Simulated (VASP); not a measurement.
Input of a VASP 6.6.1 run:

File INCAR:

```
SYSTEM = C
  ALGO = Normal
  EDIFF = 1E-6
  ENCUT = 1300
  GGA_COMPAT = .FALSE.
  ISIF = 2
  ISMEAR = 0
  LASPH = .TRUE.
  LCHARG = .TRUE.
  LELF = .TRUE.
  LREAL = .FALSE.
  LVHAR = .TRUE.
  LWAVE = .FALSE.
  NBANDS = 26
  NELM = 120
  PREC = Accurate
  SIGMA = 0.05
```

Contents of KPOINTS:

```
k-points
0
G
  6 6 10
  0 0 0
```

File POSCAR:

```
C
1.0
    2.1032727620     -4.3337146136      0.0000000000
    2.1032727620      4.3337146136      0.0000000000
    0.0000000000      0.0000000000      2.4856616114
C
8
Direct
    0.6482879639      0.9815881366      0.0000000000
    0.3517120361      0.0184118634      0.0000000000
    0.0184118634      0.3517120361      0.0000000000
    0.9815881366      0.6482879639      0.0000000000
    0.4150183215      0.2672003636      0.5990141778
    0.5954459046      0.7739231852      0.5000000000
    0.7739231852      0.5954459046      0.5000000000
    0.2260768148      0.4045540954      0.5000000000
```

Potentials or basis: VASP PAW LDA potentials, release 64 (C_h).

Run with:

```console
$ cat potpaw_LDA.64/C_h/POTCAR > POTCAR
$ mpirun -np 1 vasp_std > vasp.out
```

Problem. Estimate the pressure.

Solution. 8.8 GPa.

Problem. Predict the largest force.

Solution. 8.517 eV/Å.

Stress tensor (GPa, compression positive):
```
 8.48 -0.17  0.89
-0.17 11.43 -1.41
 0.89 -1.41  6.37
```

Caveat: the cell differs from its parent crystal (atom 5 (C) moved -0.300 Å towards its neighbour atom 2 (C) at 1.515 Å); the stress differs along the axes, from 6 to 11 GPa; forces of over 1 eV/Å act on the atoms, so gaps and moduli don't describe the material at rest.
